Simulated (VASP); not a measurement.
# SiC (P6_3mc) in VASP: further runs, part 2 of 2

VASP 6.6.1. Earlier steps stand in the parts before.

## (4) Single point, LDA (volume 11.767 Å^3 an atom, c/a of the conventional cell 1.6413)

Contents of INCAR:

```
SYSTEM = SiC
PREC = Accurate
ENCUT = 520
EDIFF = 1E-7
ISMEAR = 0
SIGMA = 0.05
LREAL = .False.
LASPH = .True.
NELM = 60
ALGO = Normal
ISIF = 2
LWAVE = .False.
LCHARG = .True.
GGA = CA
LELF = .True.
LVHAR = .True.
NBANDS = 16
```

Contents of KPOINTS:

```
regular mesh
0
Gamma
  12 12 6
  0 0 0
```

Contents of POSCAR:

```
SiC
1.0
    3.2112017906      0.0000000000      0.0000000000
   -1.6056008953      2.7809823273      0.0000000000
    0.0000000000      0.0000000000      5.2705983105
Si C
2 2
Direct
    0.3333333333      0.6666666667      0.0044134258
    0.6666666667      0.3333333333      0.5044134258
    0.3333333333      0.6666666667      0.3805865742
    0.6666666667      0.3333333333      0.8805865742
```

Potentials or basis: VASP PAW LDA potentials, release 64 (Si, C).

On the command line:

```sh
cat potpaw_LDA.64/Si/POTCAR potpaw_LDA.64/C/POTCAR > POTCAR
mpirun -np 1 vasp_std > vasp.out
```

OUTCAR:

```text
SYSTEM = SiC
   PREC = Accurate
   ENCUT = 520
   EDIFF = 1E-7
   ISMEAR = 0
   LREAL = .False.
   LASPH = .True.
   NELM = 60
   ISIF = 2
   GGA = CA

 ion  position               nearest neighbor table
   1  0.333  0.667  0.004-   4 1.97   4 1.97   4 1.97   3 1.98
   2  0.667  0.333  0.504-   3 1.97   3 1.97   3 1.97   4 1.98
   3  0.333  0.667  0.381-   2 1.97   2 1.97   2 1.97   1 1.98
   4  0.667  0.333  0.881-   1 1.97   1 1.97   1 1.97   2 1.98

  LATTYP: Found a hexagonal cell.
 ALAT       =     3.2112017906
 C/A-ratio  =     1.6413164461

  Lattice vectors:

 A1 = (   3.2112017906,   0.0000000000,   0.0000000000)
 A2 = (  -1.6056008953,   2.7809823273,   0.0000000000)
 A3 = (   0.0000000000,   0.0000000000,   5.2705983105)

Analysis of symmetry for initial positions (statically):
=====================================================================
 Subroutine PRICEL returns:
 Original cell was already a primitive cell.

 Routine SETGRP: Setting up the symmetry group for a
 hexagonal supercell.

 Subroutine GETGRP returns: Found 12 space group operations
[... 167 lines left out ...]
  ---------------------------------------------------
  free energy    TOTEN  =       -32.70858623 eV

  energy without entropy =      -32.70858623  energy(sigma->0) =      -32.70858623

 E-fermi :   7.0441     XC(G=0): -11.0110

 val. band max:        6.7843787909   @ k =   0.0000   0.0000   0.0000
 cond. band min:       9.1555406343   @ k =   0.3333   0.3333   0.0000
 fundamental gap:      2.3711618434
 Fermi energy:         7.0440877367

 k-point     1 :       0.0000    0.0000    0.0000
  band No.  band energies     occupation
      1      -7.6972      2.00000
      2      -4.5419      2.00000
      3      -1.2152      2.00000
      4       5.5390      2.00000
      5       5.5390      2.00000
      6       6.6936      2.00000
[... 433 lines left out ...]
      3      -0.1854      2.00000
      4       1.6531      2.00000
      5       2.2194      2.00000
      6       4.1578      2.00000
[... 8 lines left out ...]
     15      16.7526      0.00000
     16      17.6163      0.00000

 [... further k-points ...]
[... 5 lines left out ...]
  --------------------------------------------------------------------------------------
  -------------------------------------------------------------------------------------
  Total       -7.4506141     -7.4506141     -7.3161717      0.0000000      0.0000000     -0.0000000
  in kB     -253.6161514   -253.6161514   -249.0397814      0.0000000      0.0000000     -0.0000000
  external PRESSURE =    -252.0906947 kB  Pullay stress =       0.0000000 kB

 VOLUME and BASIS-vectors are now :
 -----------------------------------------------------------------------------
  energy-cutoff  :      520.00
  volume of cell :       47.07
      direct lattice vectors                 reciprocal lattice vectors
     3.211201791  0.000000000  0.000000000     0.311409891  0.179792584  0.000000000
    -1.605600895  2.780982327  0.000000000     0.000000000  0.359585169  0.000000000
     0.000000000  0.000000000  5.270598310     0.000000000  0.000000000  0.189731780

 POSITION                                       TOTAL-FORCE (eV/Angst)
 -----------------------------------------------------------------------------------
     -0.00000      1.85399      0.02326         0.000000      0.000000      0.000692
      1.60560      0.92699      2.65856        -0.000000     -0.000000      0.000692
     -0.00000      1.85399      2.00592         0.000000     -0.000000     -0.000692
      1.60560      0.92699      4.64122        -0.000000      0.000000     -0.000692
 -----------------------------------------------------------------------------------
    total drift:                                0.000000      0.000000      0.000545

  FREE ENERGIE OF THE ION-ELECTRON SYSTEM (eV)
  ---------------------------------------------------
  free  energy   TOTEN  =       -32.7085862251 eV

  energy  without entropy=      -32.7085862251  energy(sigma->0) =      -32.70858623
```

It took 34 s on 1 thread of Intel Xeon Platinum 8175M at 2.50GHz (Skylake/Cascade Lake), shared host; peak memory 0.17 GiB.

What came out:

```yaml
Free_energy: -32.7086 eV
Pressure: -25.2 GPa
Band_gap_on_the_k_mesh: 2.37 eV, indirect (least direct gap 3.62 eV)
```

Stress tensor (GPa, compression positive):
```
-25.36   0.00   0.00
  0.00 -25.36   0.00
  0.00   0.00 -24.90
```

Levels at points of the mesh, in eV from the valence-band top:
```csv
k point,band 4,band 5,band 6,band 7,band 8,band 9,band 10,band 11,band 12,band 13
"(0.00, 0.00, 0.00)",-1.25,-1.25,-0.09,0.00,0.00,3.72,4.84,5.85,5.85,6.65
"(0.50, 0.00, 0.00)",-5.99,-4.98,-3.06,-2.95,-1.15,2.47,4.01,5.82,6.56,8.80
"(0.00, 0.00, 0.50)",-4.18,-0.68,-0.68,-0.68,-0.68,4.76,4.76,6.59,6.59,6.59
"(0.50, 0.00, 0.50)",-7.71,-2.26,-2.26,-2.18,-2.18,2.92,2.92,4.64,4.64,9.37
```

 A k mesh can miss the band edges.

## (5) Single point, LDA (volume 11.767 Å^3 an atom, c/a of the conventional cell 1.7783)

Contents of INCAR:

```
PREC = Accurate
ENCUT = 520
EDIFF = 1E-6
ISMEAR = 0
SIGMA = 0.05
LREAL = False
LASPH = True
NELM = 60
ALGO = Normal
ISIF = 2
LWAVE = False
LCHARG = False
NBANDS = 16
```

Contents of KPOINTS:

```
regular mesh
0
Gamma
  12 12 6
```

Contents of POSCAR:

```
SiC
1.0
    3.1265354807      0.0000000000      0.0000000000
   -1.5632677404      2.7076591521      0.0000000000
    0.0000000000      0.0000000000      5.5599180454
Si C
2 2
Direct
    0.3333333333      0.6666666667      0.0038091840
    0.6666666667      0.3333333333      0.5038091840
    0.3333333333      0.6666666667      0.3811908160
    0.6666666667      0.3333333333      0.8811908160
```

On the command line:

```sh
cat potpaw_LDA.64/Si/POTCAR potpaw_LDA.64/C/POTCAR > POTCAR
mpirun -np 1 vasp_std > vasp.out
```

It took 37 s on 1 thread of Intel Xeon Platinum 8175M at 2.50GHz (Skylake/Cascade Lake), shared host; peak memory 0.17 GiB.

It converged, with:

```yaml
Free_energy: -32.4813 eV
Pressure: -23.4 GPa
Largest_force: 0.010 eV/Å
Band_gap_on_the_k_mesh: 2.18 eV, indirect (least direct gap 3.42 eV)
```

Forces in eV/Å, atoms in the order of the input:
```
Si   0.000  0.000  0.010
Si   0.000  0.000  0.010
C    0.000  0.000 -0.010
C    0.000  0.000 -0.010
```

Stress tensor (GPa, compression positive):
```
-13.89   0.00   0.00
  0.00 -13.89   0.00
  0.00   0.00 -42.51
```

Levels at points of the mesh, in eV from the valence-band top:
| k point | band 4 | band 5 | band 6 | band 7 | band 8 | band 9 | band 10 | band 11 | band 12 | band 13 |
| --- | --- | --- | --- | --- | --- | --- | --- | --- | --- | --- |
| (0.00, 0.00, 0.00) | -0.90 | -0.90 | -0.43 | 0.00 | 0.00 | 3.42 | 4.81 | 6.41 | 6.41 | 6.83 |
| (0.50, 0.00, 0.00) | -6.48 | -4.84 | -2.86 | -2.78 | -1.34 | 2.94 | 3.58 | 5.44 | 6.90 | 7.53 |
| (0.00, 0.00, 0.50) | -4.72 | -0.48 | -0.48 | -0.48 | -0.48 | 5.53 | 5.53 | 7.03 | 7.03 | 7.03 |
| (0.50, 0.00, 0.50) | -7.79 | -2.46 | -2.46 | -2.16 | -2.16 | 2.56 | 2.56 | 4.45 | 4.45 | 9.28 |

 A k mesh can miss the band edges.

## (6) The runs side by side

```csv
cell,gap on the mesh (eV),pressure (GPa),largest force (eV/Å)
"a = 3.094, b = 3.094, c = 5.286 Å, angles 90.0, 90.0, 120.0°, 4 atoms",2.03,-14.5,-
"a = 3.178, b = 3.178, c = 5.011 Å, angles 90.0, 90.0, 120.0°, 4 atoms",2.16,-14.8,0.01
"a = 3.211, b = 3.211, c = 5.271 Å, angles 90.0, 90.0, 120.0°, 4 atoms",2.37,-25.2,-
"a = 3.127, b = 3.127, c = 5.560 Å, angles 90.0, 90.0, 120.0°, 4 atoms",2.18,-23.4,0.01
```

Alike in all rows: task single point; level LDA; potentials or basis VASP PAW LDA potentials, release 64 (Si, C); no spin polarisation; k mesh 12 × 12 × 6; cutoff (eV) 520; smearing gaussian 0.05 eV.

Absolute energies hang on the potentials; compare differences alone.
